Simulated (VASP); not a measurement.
Here is a VASP 6.6.1 calculation.

File INCAR:

```
SYSTEM = C13O
ALGO = Normal
DIPOL = 0.5 0.5 0.309
EDIFF = 1E-6
ENCUT = 520
GGA = PE
IDIPOL = 3
ISIF = 2
ISMEAR = 0
LASPH = .TRUE.
LCHARG = .TRUE.
LDIPOL = .TRUE.
LELF = .TRUE.
LREAL = .FALSE.
LVACPOTAV = .TRUE.
LVHAR = .TRUE.
LWAVE = .FALSE.
NBANDS = 42
NELM = 80
PREC = Accurate
SIGMA = 0.1
```

Contents of KPOINTS:

```
k-points
0
G
  6 3 1
  0 0 0
```

The input POSCAR:

```
C13O
1.0
    4.9326910638      0.0000000000      0.0000000000
    0.0000000000      8.5222964206      0.0000000000
    0.0000000000      0.0000000000     22.9416054000
C O
13 1
Direct
    0.0000000000      0.0000000000      0.1743557144
    0.5000000000      0.0000000000      0.1743557144
    0.2500000000      0.0000000000      0.2053898385
    0.7500000000      0.0000000000      0.2053898385
    0.2500000000      0.0000000000      0.2674580867
    0.7500000000      0.0000000000      0.2674580867
    0.0000000000      0.0000000000      0.2977124358
    0.5000000000      0.0000000000      0.2977124358
    0.0000000000      0.0000000000      0.3626190224
    0.5000000000      0.0000000000      0.3626190224
    0.2500000000      0.0000000000      0.3897549994
    0.7500000000      0.0000000000      0.3897549994
    0.1250000000      0.8916371886      0.4664715138
    0.1250000000      1.1083628114      0.4664715138
```

Potentials or basis: VASP PAW PBE potentials, release 64 (C, O).

Launch:

```sh
$ cat potpaw_PBE.64/C/POTCAR potpaw_PBE.64/O/POTCAR > POTCAR
$ mpirun -np 1 vasp_std > vasp.out
```

(1) What does it give for the largest force?

(2) What does it give for the band gap on the k mesh?

Answers

(1) 7.138 eV/Å.

(2) 0.04 eV.

Caveat: the smearing spreads over this small gap; semilocal functionals underestimate gaps, and a narrow one can read as zero.
